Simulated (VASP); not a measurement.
Input of a VASP 6.6.1 run:

File INCAR:

```
ALGO = Normal
EDIFF = 1E-6
ENCUT = 520
GGA = PS
ISIF = 2
ISMEAR = 0
LASPH = True
LCHARG = False
LREAL = False
LWAVE = False
NBANDS = 26
NELM = 80
PREC = Accurate
SIGMA = 0.1
```

File KPOINTS:

```
k-points
0
Gamma
  12 12 12
```

Contents of POSCAR:

```
AlCu3
1.0
    3.5577297953      0.0000000000      0.0000000000
    0.0000000000      3.5577297953      0.0000000000
    0.0000000000      0.0000000000      3.5577297953
Al Cu
1 3
Direct
    0.0000000000      0.0000000000      0.0000000000
    0.5000000000      0.5000000000      0.0000000000
    0.5000000000      0.0000000000      0.5000000000
    0.0000000000      0.5000000000      0.5000000000
```

Potentials or basis: VASP PAW PBE potentials, release 64 (Al, Cu).

Run with:

```sh
$ cat potpaw_PBE.64/Al/POTCAR potpaw_PBE.64/Cu/POTCAR > POTCAR
$ mpirun -np 1 vasp_std > vasp.out
```

Q: Predict the pressure.

A: 11.4 GPa.

Q: Estimate the band gap on the k mesh.

A: Zero (bands 18 and 19 overlap by 5.86 eV).

Caveat: the cell stands under pressure; the PAW data sets were made with another functional, which shifts forces and pressure a little.
